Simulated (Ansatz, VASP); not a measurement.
## Ag in VASP and in Ansatz

INCAR

```
  PREC = Accurate
  ENCUT = 520
  EDIFF = 1E-7
  ISMEAR = -1
  SIGMA = 0.05
  LREAL = False
  LASPH = True
  NELM = 60
  ALGO = Fast
  ISIF = 2
  LWAVE = False
  LCHARG = True
  LELF = True
  LVHAR = True
  NBANDS = 12
```

KPOINTS

```
Automatic mesh
0
Gamma
  11 11 11
```

Contents of POSCAR:

```
Ag
1.0
    0.0000000000      2.0151418859      2.0151418859
    2.0151418859      0.0000000000      2.0151418859
    2.0151418859      2.0151418859      0.0000000000
Ag
1
Direct
    0.0000000000      0.0000000000      0.0000000000
```

input.yaml

```yaml
crystal:
  lattice:
    - [0.0, 2.0151418859, 2.0151418859]
    - [2.0151418859, 0.0, 2.0151418859]
    - [2.0151418859, 2.0151418859, 0.0]
  atoms:
    - { symbol: Ag, position: [0.0, 0.0, 0.0] }
hamiltonian:
  xc: lda
  pseudopotentials: { kind: paw }
kpoints:
  mp_grid: { grid: [11, 11, 11] }
scf:
  occupations: { method: fermi_dirac, width: 0.05 }
output:
  forces: true
  stress: true
  eigenvalues: true
  write_density: true
  write_potential: true
  elf: true
  volumetric_format: npy
```

Alike in both runs: task single point; functional LDA; k mesh 11 × 11 × 11; occupations fermi-dirac, width 0.05 eV; no spin polarisation.

```csv
,VASP,Ansatz
version,VASP 6.6.1,Ansatz 0.2.0
potentials or method,"VASP PAW LDA potentials, release 64 (Ag)",Ansatz PAW
plane-wave cutoff (eV),520,420
valence electrons in the cell,11,19
```

```tsv
	VASP	Ansatz	Ansatz less VASP
gap on the k mesh at the Fermi level (eV)	none	none	-
pressure (GPa)	-3.0	-3.2	-0.16
```

LDA's correlation is that of Perdew and Zunger in VASP and of Perdew and Wang (1992) in Ansatz. A gap of «none» marks a metal or a gap that the smearing closes. VASP's potentials hold 11 valence electrons a cell and Ansatz's 19, so a difference there can come from the potentials and not from the codes.
